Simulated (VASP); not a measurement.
# NbC2 (P4/mmm) in VASP: single point with PBE

Aim: the single point of NbC2 with PBE.

Everything below comes from runs of VASP 6.6.1. Logs are shortened: lines on timing, memory, paths and dates and some standing lists are left out, and cuts for length are marked.

### 1 The cell of the first run

It takes space group P4/mmm (No. 123, tetragonal). Conventional cell: a = 4.015 Å, b = 4.015 Å, c = 5.578 Å, α = 90.00°, β = 90.00°, γ = 90.00°. Within 2.9 Å of Nb (site symmetry 4mm) lie 4 C at 2.20 Å and 1 Nb at 2.54 Å. C (site symmetry m2m) has 2 C at 1.47 Å within 2.0 Å.

The cell was generated, and may not be a known phase.

### 2 Single point, PBE

The input, INCAR:

```
SYSTEM = NbC2
PREC     = Accurate       ! precision mode
ENCUT    = 1300           ! plane-wave cutoff, eV
EDIFF    = 1E-6           ! SCF threshold, eV
ISMEAR   = 0              ! smearing method
SIGMA    = 0.2            ! smearing width, eV
LREAL    = .False.        ! projectors in reciprocal space
LASPH    = .True.         ! aspherical terms in the spheres
NELM     = 120            ! most SCF steps
ALGO     = Normal         ! electronic algorithm
ISIF     = 2              ! what is computed and relaxed
LWAVE    = .False.        ! write WAVECAR
LCHARG   = .False.        ! write CHGCAR
GGA      = PE             ! functional
NBANDS   = 30             ! bands
GGA_COMPAT= .False.
```

The input, KPOINTS:

```
regular mesh
0
Gamma
  4 4 3
  0 0 0
```

The input, POSCAR:

```
NbC2
1.0
    4.0145386611      0.0000000000      0.0000000000
    0.0000000000      4.0145386611      0.0000000000
    0.0000000000      0.0000000000      5.5776416832
Nb C
2 4
Direct
    0.5000000000      0.5000000000      0.2274073878
    0.5000000000      0.5000000000      0.7725926122
    0.1832492611      0.1832492611      0.0000000000
    0.8167507389      0.8167507389      0.0000000000
    0.8167507389      0.1832492611      0.0000000000
    0.1832492611      0.8167507389      0.0000000000
```

Potentials or basis: VASP PAW PBE potentials, release 64 (Nb_sv, C_h).

Command:

```console
> cat potpaw_PBE.64/Nb_sv/POTCAR potpaw_PBE.64/C_h/POTCAR > POTCAR
> mpirun -np 1 vasp_std > vasp.out
```

OUTCAR:

```text
SYSTEM = NbC2
   PREC = Accurate
   ENCUT = 1300
   EDIFF = 1E-6
   ISMEAR = 0
   LREAL = .False.
   LASPH = .True.
   NELM = 120
   ISIF = 2
   GGA = PE

 ion  position               nearest neighbor table
   1  0.500  0.500  0.227-   3 2.20   4 2.20   5 2.20   6 2.20   2 2.54   2 3.04
   2  0.500  0.500  0.773-   3 2.20   4 2.20   5 2.20   6 2.20   1 2.54   1 3.04
   3  0.183  0.183  0.000-   5 1.47   6 1.47   1 2.20   2 2.20
   4  0.817  0.817  0.000-   5 1.47   6 1.47   1 2.20   2 2.20
   5  0.817  0.183  0.000-   3 1.47   4 1.47   1 2.20   2 2.20
   6  0.183  0.817  0.000-   3 1.47   4 1.47   1 2.20   2 2.20

  LATTYP: Found a simple tetragonal cell.
 ALAT       =     4.0145386611
 C/A-ratio  =     1.3893605602

  Lattice vectors:

 A1 = (   4.0145386611,   0.0000000000,   0.0000000000)
 A2 = (   0.0000000000,   4.0145386611,   0.0000000000)
 A3 = (   0.0000000000,   0.0000000000,   5.5776416832)

Analysis of symmetry for initial positions (statically):
=====================================================================
 Subroutine PRICEL returns:
 Original cell was already a primitive cell.

 Routine SETGRP: Setting up the symmetry group for a
 simple tetragonal supercell.

 Subroutine GETGRP returns: Found 16 space group operations
 (whereof 16 operations were pure point group operations)
 out of a pool of 16 trial point group operations.

The static configuration has the point symmetry D_4h.

Analysis of symmetry for dynamics (positions and initial velocities):
=====================================================================
 Subroutine PRICEL returns:
 Original cell was already a primitive cell.

 Routine SETGRP: Setting up the symmetry group for a
 simple tetragonal supercell.

 Subroutine GETGRP returns: Found 16 space group operations
 (whereof 16 operations were pure point group operations)
 out of a pool of 16 trial point group operations.

The dynamic configuration has the point symmetry D_4h.

 Subroutine INISYM returns: Found 16 space group operations
 (whereof 16 operations are pure point group operations),
 and found     1 'primitive' translations

----------------------------------------------------------------------------------------

                                     Primitive cell

[... 79 lines left out ...]
   ISPIN  =      1    spin polarized calculation?
   LNONCOLLINEAR =      F non collinear calculations
   LSORBIT =      F    spin-orbit coupling
   LASPH  =      T    aspherical Exc in radial PAW
   ENCUT  = 1300.0 eV  95.55 Ry    9.77 a.u.  11.80 11.80 16.40*2*pi/ulx,y,z
   NELM   =    120;   NELMIN=  2; NELMDL= -5     # of ELM steps
   EDIFF  = 0.1E-05   stopping-criterion for ELM
   LREAL  =      F    real-space projection
   EDIFFG = 0.1E-04   stopping-criterion for IOM
   NSW    =      0    number of steps for IOM
[... 5 lines left out ...]
   TEBEG  =    0.0;   TEEND  =   0.0 temperature during run
   PSTRESS=    0.0 pullay stress
   NELECT =      42.0000    total number of electrons
   NUPDOWN=      -1.0000    fix difference up-down
   EMIN   =  10.00;   EMAX   =-10.00  energy-range for DOS
   EFERMI =   0.00;   METHOD = LEGACY
   ISMEAR =     0;   SIGMA  =   0.20  broadening in eV -4-tet -1-fermi 0-gaus
   EFERMI_NEDOS =   21; number of points for ismear=-14 and -15
   IALGO  =     38    algorithm
   IMIX   =      4    mixing-type and parameters
     AMIX     =   0.40;   BMIX     =  1.00
     AMIX_MAG =   1.60;   BMIX_MAG =  1.00
  volume/ion in A,a.u.               =      14.98       101.10
  Fermi-wavevector in a.u.,A,eV,Ry     =   1.270332  2.400580 21.956317  1.613744
  Thomas-Fermi vector in A             =   2.403325
   LORBIT       =      0    0 simple, 1 ext, 2 COOP (PROOUT), +10 PAW based schemes
   GGA     = PE    functional components
   LHFCALC =     F    Hartree Fock is set to
   AEXX    =    0.0000 exact exchange contribution
   IVDW    =     0    specifies the selected vdW correction
   LEPSILON=     F    determine dielectric tensor
   LRPA    =     F    only Hartree local field effects (RPA)
 non-spin polarized calculation
 Gauss-broadening in eV      SIGMA  =   0.20
  energy-cutoff  :     1300.00
  volume of cell :       89.89
 maximum number of plane-waves:      9648
 NGX is ok and might be reduce to    48
   NGX = 23   NGY = 23   NGZ = 33

 number of electron      42.0000000 magnetization

 Free energy of the ion-electron system (eV)
  ---------------------------------------------------
  ext. energy  EPLUGINS =         0.00000000
  ---------------------------------------------------
  free energy    TOTEN  =       -50.65229321 eV

  energy without entropy =      -50.60498664  energy(sigma->0) =      -50.62863992

 E-fermi :   6.0950     XC(G=0): -10.1820

 val. band max:        6.0172151067   @ k =   0.5000   0.2500   0.3333
 cond. band min:       6.2702413871   @ k =   0.2500   0.2500   0.3333
 fundamental gap:      0.2530262804
 Fermi energy:         6.0949809572

 k-point     1 :       0.0000    0.0000    0.0000
  band No.  band energies     occupation
      1     -49.2582      2.00000
      2     -49.0457      2.00000
      3     -25.9410      2.00000
      4     -25.4108      2.00000
      5     -25.4108      2.00000
      6     -25.1867      2.00000
[... 385 lines left out ...]
     29      10.1594      0.00000
     30      10.1594      0.00000

------------------------ aborting loop because EDIFF is reached ----------------------------------------

  FORCE on cell =-STRESS in cart. coord.  units (eV):
  Direction    XX          YY          ZZ          XY          YZ          ZX
  --------------------------------------------------------------------------------------
  -------------------------------------------------------------------------------------
  Total       -0.1414176     -0.1414176     -0.2096703      0.0000000      0.0000000     -0.0000000
  in kB       -2.5205307     -2.5205307     -3.7370222      0.0000000      0.0000000     -0.0000000
  external PRESSURE =      -2.9260279 kB  Pullay stress =       0.0000000 kB

 VOLUME and BASIS-vectors are now :
 -----------------------------------------------------------------------------
  energy-cutoff  :     1300.00
  volume of cell :       89.89
      direct lattice vectors                 reciprocal lattice vectors
     4.014538661  0.000000000  0.000000000     0.249094624  0.000000000  0.000000000
     0.000000000  4.014538661  0.000000000     0.000000000  0.249094624  0.000000000
     0.000000000  0.000000000  5.577641683     0.000000000  0.000000000  0.179287243

 POSITION                                       TOTAL-FORCE (eV/Angst)
 -----------------------------------------------------------------------------------
      2.00727      2.00727      1.26840         0.000000     -0.000000     -0.034664
      2.00727      2.00727      4.30924         0.000000     -0.000000      0.034664
      0.73566      0.73566      0.00000         0.012463      0.012463      0.000000
      3.27888      3.27888      0.00000        -0.012463     -0.012463     -0.000000
      3.27888      0.73566      0.00000        -0.012463      0.012463     -0.000000
      0.73566      3.27888      0.00000         0.012463     -0.012463      0.000000
 -----------------------------------------------------------------------------------
    total drift:                               -0.000000     -0.000000     -0.000000

  FREE ENERGIE OF THE ION-ELECTRON SYSTEM (eV)
  ---------------------------------------------------
  free  energy   TOTEN  =       -50.6522932123 eV

  energy  without entropy=      -50.6049866350  energy(sigma->0) =      -50.62863992
```

stdout:

```text
POSCAR found type information on POSCAR NbC
 POSCAR found :  2 types and       6 ions
 scaLAPACK will be used
 LDA part: xc-table for (Slater+PW92), standard interpolation
 POSCAR, INCAR and KPOINTS ok, starting setup
 FFT: planning ... GRIDC
 FFT: planning ... GRID_SOFT
 FFT: planning ... GRID
 WAVECAR not read
 entering main loop
```

Wall time 3.7 min (1 thread of Intel Xeon Platinum 8375C at 2.90GHz (Ice Lake), shared host); peak memory 0.41 GiB.

What came out:

| Property | Result |
| --- | --- |
| Free energy | -50.6523 eV |
| Pressure | -0.3 GPa |
| Largest force | 0.035 eV/Å |
| Band gap on the k mesh | zero (bands 21 and 22 overlap by 0.84 eV) |

Forces on the atoms (eV/Å):
```
Nb   0.000  0.000 -0.035
Nb   0.000  0.000  0.035
C    0.012  0.012  0.000
C   -0.012 -0.012  0.000
C   -0.012  0.012  0.000
C    0.012 -0.012  0.000
```

Levels at points of the mesh, in eV from the Fermi level:
| k point | band 17 | band 18 | band 19 | band 20 | band 21 | band 22 | band 23 | band 24 | band 25 | band 26 |
| --- | --- | --- | --- | --- | --- | --- | --- | --- | --- | --- |
| (0.00, 0.00, 0.00) | -4.14 | -2.17 | -0.91 | -0.47 | -0.27 | -0.27 | -0.09 | 0.85 | 3.10 | 3.10 |
| (0.50, 0.00, 0.00) | -2.81 | -2.25 | -1.48 | -1.09 | -0.55 | -0.11 | 1.35 | 1.81 | 1.86 | 2.47 |
| (0.50, 0.50, 0.00) | -2.90 | -1.73 | -1.23 | -1.23 | 0.44 | 1.00 | 1.58 | 1.58 | 1.75 | 2.86 |

Caveat: the k points lie up to 0.39 Å⁻¹ apart, too coarse for converged energies and pressures of a metal.

The gap in the log of VASP goes by the Fermi energy; the results here count the filled bands.